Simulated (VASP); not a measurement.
# LaH3 (Fm-3m) in VASP: further runs

Runs on LaH3. Level: r2SCAN. Tasks: single point, relaxation of cell and atoms.

All numbers are computed with VASP 6.6.1; they aren't measurements. Logs are shortened: lines on timing, memory, paths and dates and some standing lists are left out, and cuts for length are marked.

## (1) The cell of the first run

Symmetry: Fm-3m, No. 225, cubic system. Conventional cell: a = 5.573 Å, b = 5.573 Å, c = 5.573 Å, α = 90.00°, β = 90.00°, γ = 90.00°. Within 3.2 Å of La (site symmetry m-3m) lie 14 H at 2.41 to 2.79 Å. Within 3.2 Å of H (site symmetry m-3m) lie 8 H at 2.41 Å and 6 La at 2.79 Å. Within 3.2 Å of H (site symmetry -43m) lie 4 La at 2.41 Å and 10 H at 2.41 to 2.79 Å.

## (2) Single point, r2SCAN

POSCAR

```
LaH3
1.0
    0.0000000000      2.7864790000      2.7864790000
    2.7864790000      0.0000000000      2.7864790000
    2.7864790000      2.7864790000      0.0000000000
La H
1 3
Direct
    0.0000000000      0.0000000000      0.0000000000
    0.5000000000      0.5000000000      0.5000000000
    0.7500000000      0.7500000000      0.7500000000
    0.2500000000      0.2500000000      0.2500000000
```

INCAR.step1

```
PREC = Accurate
ENCUT = 520
ISMEAR = 1
SIGMA = 0.02
LREAL = F
LASPH = T
NELM = 60
NBANDS = 15
GGA = PE
ALGO = Normal
EDIFF = 1E-4
LWAVE = T
LCHARG = F
```

INCAR.step2

```
PREC = Accurate
ENCUT = 520
EDIFF = 1E-6
ISMEAR = 1
SIGMA = 0.02
LREAL = F
LASPH = T
NELM = 60
ALGO = Normal
ISIF = 2
LWAVE = F
LCHARG = F
METAGGA = R2SCAN
LMIXTAU = T
NBANDS = 15
ISTART = 1
```

KPOINTS

```
Automatic mesh
0
Gamma
  6 6 6
```

Potentials or basis: VASP PAW PBE potentials, release 64 (La, H).

Launch:

```
> cat potpaw_PBE.64/La/POTCAR potpaw_PBE.64/H/POTCAR > POTCAR
> cp INCAR.step1 INCAR
> mpirun -np 1 vasp_std > vasp.out
> cp INCAR.step2 INCAR
> mpirun -np 1 vasp_std > vasp.out
```

OUTCAR:

```text
PREC = Accurate
   ENCUT = 520
   EDIFF = 1E-6
   ISMEAR = 1
   LREAL = F
   LASPH = T
   NELM = 60
   ISIF = 2
   METAGGA = R2SCAN
   ISTART = 1

 ion  position               nearest neighbor table
   1  0.000  0.000  0.000-
   2  0.500  0.500  0.500-
   3  0.750  0.750  0.750-
   4  0.250  0.250  0.250-

  LATTYP: Found a face centered cubic cell.
 ALAT       =     5.5729580000

  Lattice vectors:

 A1 = (   0.0000000000,   2.7864790000,   2.7864790000)
 A2 = (   2.7864790000,   0.0000000000,   2.7864790000)
 A3 = (   2.7864790000,   2.7864790000,   0.0000000000)

Analysis of symmetry for initial positions (statically):
=====================================================================
 Subroutine PRICEL returns:
 Original cell was already a primitive cell.

 Routine SETGRP: Setting up the symmetry group for a
 face centered cubic supercell.

 Subroutine GETGRP returns: Found 48 space group operations
 (whereof 48 operations were pure point group operations)
 out of a pool of 48 trial point group operations.

The static configuration has the point symmetry O_h .

Analysis of symmetry for dynamics (positions and initial velocities):
=====================================================================
 Subroutine PRICEL returns:
 Original cell was already a primitive cell.

 Routine SETGRP: Setting up the symmetry group for a
 face centered cubic supercell.

 Subroutine GETGRP returns: Found 48 space group operations
 (whereof 48 operations were pure point group operations)
 out of a pool of 48 trial point group operations.

The dynamic configuration has the point symmetry O_h .

 Subroutine INISYM returns: Found 48 space group operations
 (whereof 48 operations are pure point group operations),
 and found     1 'primitive' translations

----------------------------------------------------------------------------------------

                                     Primitive cell

  volume of cell :      43.2710

  direct lattice vectors                    reciprocal lattice vectors
     0.000000000  2.786479000  2.786479000    -0.179437921  0.179437921  0.179437921
     2.786479000  0.000000000  2.786479000     0.179437921 -0.179437921  0.179437921
     2.786479000  2.786479000  0.000000000     0.179437921  0.179437921 -0.179437921

  length of vectors
     3.940676393  3.940676393  3.940676393     0.310795597  0.310795597  0.310795597

  position of ions in fractional coordinates (direct lattice)
     0.000000000  0.000000000  0.000000000
     0.500000000  0.500000000  0.500000000
     0.750000000  0.750000000  0.750000000
     0.250000000  0.250000000  0.250000000

  ion indices of the primitive-cell ions
   primitive index   ion index
                 1           1
                 2           2
                 3           3
                 4           4

----------------------------------------------------------------------------------------

 KPOINTS: Automatic mesh

Automatic generation of k-mesh.
 Grid dimensions read from file:
 generate k-points for:    6    6    6

 Generating k-lattice:

  Cartesian coordinates                     Fractional coordinates (reciprocal lattice)
    -0.029906320  0.029906320  0.029906320     0.166666667  0.000000000  0.000000000
     0.029906320 -0.029906320  0.029906320     0.000000000  0.166666667  0.000000000
     0.029906320  0.029906320 -0.029906320     0.000000000  0.000000000  0.166666667

  Length of vectors
     0.051799266  0.051799266  0.051799266

  Shift w.r.t. Gamma in fractional coordinates (k-lattice)
     0.000000000  0.000000000  0.000000000

 Subroutine IBZKPT returns following result:
 ===========================================

 Found     16 irreducible k-points:

 Following reciprocal coordinates:
            Coordinates               Weight
  0.000000  0.000000  0.000000      1.000000
  0.166667  0.000000  0.000000      8.000000
  0.333333  0.000000  0.000000      8.000000
  0.500000  0.000000  0.000000      4.000000
  0.166667  0.166667  0.000000      6.000000
  0.333333  0.166667  0.000000     24.000000
[... 8 lines left out ...]
 -0.333333  0.333333  0.166667     24.000000
 -0.333333  0.500000  0.166667     12.000000
   k-points           NKPTS =     16   k-points in BZ     NKDIM =     16   number of bands    NBANDS=     15
   number of dos      NEDOS =    301   number of ions     NIONS =      4
   total plane-waves  NPLWV =  27000
   dimension x,y,z NGX =    30 NGY =   30 NGZ =   30
   dimension x,y,z NGXF=    60 NGYF=   60 NGZF=   60
   ions per type =               1   3
   NGX,Y,Z   is equivalent  to a cutoff of  12.66, 12.66, 12.66 a.u.
   NGXF,Y,Z  is equivalent  to a cutoff of  25.31, 25.31, 25.31 a.u.
 SYSTEM =  unknown system
   PREC   = accura    normal or accurate (medium, high low for compatibility)
   ISTART =      1    job   : 0-new  1-cont  2-samecut
   ICHARG =      0    charge: 1-file 2-atom 10-const
   ISPIN  =      1    spin polarized calculation?
   LNONCOLLINEAR =      F non collinear calculations
   LSORBIT =      F    spin-orbit coupling
   LASPH  =      T    aspherical Exc in radial PAW
   ENCUT  =  520.0 eV  38.22 Ry    6.18 a.u.   7.33  7.33  7.33*2*pi/ulx,y,z
   NELM   =     60;   NELMIN=  2; NELMDL=  0     # of ELM steps
   EDIFF  = 0.1E-05   stopping-criterion for ELM
   LREAL  =      F    real-space projection
   EDIFFG = 0.1E-04   stopping-criterion for IOM
   NSW    =      0    number of steps for IOM
   IBRION =     -1    ionic relax: 0-MD 1-quasi-New 2-CG
   NFREE  =      0    steps in history (QN), initial steepest desc. (CG)
   ISIF   =      2    stress and relaxation
   ISYM   =      2    0-nonsym 1-usesym 2-fastsym
   POTIM  = 0.5000    time-step for ionic-motion
   TEBEG  =    0.0;   TEEND  =   0.0 temperature during run
   PSTRESS=    0.0 pullay stress
   NELECT =      14.0000    total number of electrons
   NUPDOWN=      -1.0000    fix difference up-down
   EMIN   =  10.00;   EMAX   =-10.00  energy-range for DOS
   EFERMI =   0.00;   METHOD = LEGACY
   ISMEAR =     1;   SIGMA  =   0.02  broadening in eV -4-tet -1-fermi 0-gaus
   EFERMI_NEDOS =   21; number of points for ismear=-14 and -15
   IALGO  =     38    algorithm
   IMIX   =      4    mixing-type and parameters
     AMIX     =   0.40;   BMIX     =  1.00
     AMIX_MAG =   1.60;   BMIX_MAG =  1.00
  volume/ion in A,a.u.               =      10.82        73.00
  Fermi-wavevector in a.u.,A,eV,Ry     =   1.123876  2.123818 17.185482  1.263097
  Thomas-Fermi vector in A             =   2.260545
   LORBIT       =      0    0 simple, 1 ext, 2 COOP (PROOUT), +10 PAW based schemes
   METAGGA = R2SCAN    functional components
   LHFCALC =     F    Hartree Fock is set to
   AEXX    =    0.0000 exact exchange contribution
   IVDW    =     0    specifies the selected vdW correction
   LEPSILON=     F    determine dielectric tensor
   LRPA    =     F    only Hartree local field effects (RPA)
 non-spin polarized calculation
 Methfessel and Paxton  Order N= 1 SIGMA  =   0.02
  energy-cutoff  :      520.00
  volume of cell :       43.27
 maximum number of plane-waves:      1211
 NGX is ok and might be reduce to    30
   NGX = 15   NGY = 15   NGZ = 15

 number of electron      13.9999998 magnetization

 Free energy of the ion-electron system (eV)
  ---------------------------------------------------
  ext. energy  EPLUGINS =         0.00000000
  ---------------------------------------------------
  free energy    TOTEN  =       -42.84386125 eV

  energy without entropy =      -42.84386662  energy(sigma->0) =      -42.84386304

 E-fermi :   8.0740     XC(G=0): -10.5056

 val. band max:        8.0571524988   @ k =   0.0000   0.0000   0.0000
 cond. band min:       8.2015596998   @ k =   0.5000   0.0000   0.0000
 fundamental gap:      0.1444072010
 Fermi energy:         8.0739901433

 k-point     1 :       0.0000    0.0000    0.0000
  band No.  band energies     occupation
      1     -26.8364      2.00000
      2      -9.6237      2.00000
      3      -9.6237      2.00000
      4      -9.6236      2.00000
      5      -0.5362      2.00000
      6       4.4715      2.00000
      7       8.0572      2.00000
      8       8.3369     -0.00000
      9       8.3369     -0.00000
     10       8.3369     -0.00000
     11       9.3444      0.00000
     12       9.3444      0.00000
     13       9.3444      0.00000
     14       9.9795      0.00000
     15       9.9795      0.00000

 k-point     2 :       0.1667    0.0000    0.0000
  band No.  band energies     occupation
      1     -26.8044      2.00000
      2      -9.9459      2.00000
      3      -9.6546      2.00000
      4      -9.6546      2.00000
      5       0.1110      2.00000
      6       3.7502      2.00000
      7       6.9723      2.00000
      8       8.4997      0.00000
      9       8.4997      0.00000
     10       9.2789      0.00000
     11       9.3044      0.00000
     12       9.3044      0.00000
     13       9.9582      0.00000
     14       9.9582      0.00000
     15       9.9860      0.00000

 k-point     3 :       0.3333    0.0000    0.0000
  band No.  band energies     occupation
      1     -26.7394      2.00000
      2     -10.5172      2.00000
      3      -9.7155      2.00000
      4      -9.7155      2.00000
      5       1.2197      2.00000
      6       3.2148      2.00000
      7       5.7819      2.00000
      8       8.3826     -0.00000
      9       8.3826     -0.00000
     10       9.3945      0.00000
     11       9.3945      0.00000
     12       9.7737      0.00000
     13       9.8749      0.00000
     14       9.8749      0.00000
     15       9.9904      0.00000
[... 199 lines left out ...]
 k-point    15 :      -0.3333    0.3333    0.1667
  band No.  band energies     occupation
      1     -26.6746      2.00000
      2     -10.5071      2.00000
      3     -10.2183      2.00000
      4      -9.8947      2.00000
      5       2.6443      2.00000
      6       2.9651      2.00000
      7       3.4748      2.00000
      8       8.7517      0.00000
      9       9.3799      0.00000
     10       9.4801      0.00000
     11       9.6966      0.00000
     12       9.7893      0.00000
     13       9.8289      0.00000
     14       9.8331      0.00000
     15      10.4538      0.00000

 k-point    16 :      -0.3333    0.5000    0.1667
  band No.  band energies     occupation
      1     -26.6641      2.00000
      2     -10.5464      2.00000
      3     -10.1695      2.00000
      4      -9.9897      2.00000
      5       2.4473      2.00000
      6       2.6580      2.00000
      7       3.6970      2.00000
      8       8.8717      0.00000
      9       9.4785      0.00000
     10       9.5256      0.00000
     11       9.7518      0.00000
     12       9.7862      0.00000
     13       9.7965      0.00000
     14       9.9083      0.00000
     15      10.9060      0.00000

------------------------ aborting loop because EDIFF is reached ----------------------------------------

  FORCE on cell =-STRESS in cart. coord.  units (eV):
  Direction    XX          YY          ZZ          XY          YZ          ZX
  --------------------------------------------------------------------------------------
  -------------------------------------------------------------------------------------
  Total       -0.0866844     -0.0866844     -0.0866844      0.0000000     -0.0000000     -0.0000000
  in kB       -3.2096226     -3.2096226     -3.2096226      0.0000000     -0.0000000     -0.0000000
  external PRESSURE =      -3.2096226 kB  Pullay stress =       0.0000000 kB

 VOLUME and BASIS-vectors are now :
 -----------------------------------------------------------------------------
  energy-cutoff  :      520.00
  volume of cell :       43.27
      direct lattice vectors                 reciprocal lattice vectors
     0.000000000  2.786479000  2.786479000    -0.179437921  0.179437921  0.179437921
     2.786479000  0.000000000  2.786479000     0.179437921 -0.179437921  0.179437921
     2.786479000  2.786479000  0.000000000     0.179437921  0.179437921 -0.179437921

 POSITION                                       TOTAL-FORCE (eV/Angst)
 -----------------------------------------------------------------------------------
      0.00000      0.00000      0.00000         0.000000     -0.000000     -0.000000
      2.78648      2.78648      2.78648         0.000000     -0.000000     -0.000000
      4.17972      4.17972      4.17972         0.000000      0.000000      0.000000
      1.39324      1.39324      1.39324        -0.000000     -0.000000     -0.000000
 -----------------------------------------------------------------------------------
    total drift:                               -0.000000     -0.000000      0.000000

  FREE ENERGIE OF THE ION-ELECTRON SYSTEM (eV)
  ---------------------------------------------------
  free  energy   TOTEN  =       -42.8438612550 eV

  energy  without entropy=      -42.8438666234  energy(sigma->0) =      -42.84386304
```

Wall time 1.8 min (1 thread of Intel Xeon Platinum 8375C at 2.90GHz (Ice Lake), shared host); peak memory 0.18 GiB.

Results:

| Quantity | Value |
| --- | --- |
| Free energy | -42.8439 eV |
| Pressure | -0.3 GPa |
| Band gap on the k mesh | 0.14 eV, indirect (least direct gap 0.28 eV) |

Caveat: the PAW data sets were made with another functional, which shifts forces and pressure a little; spin-orbit coupling is left out, which moves the levels of the heavy elements. A k mesh can miss the band edges.

(Continued in part 2 of 2.)
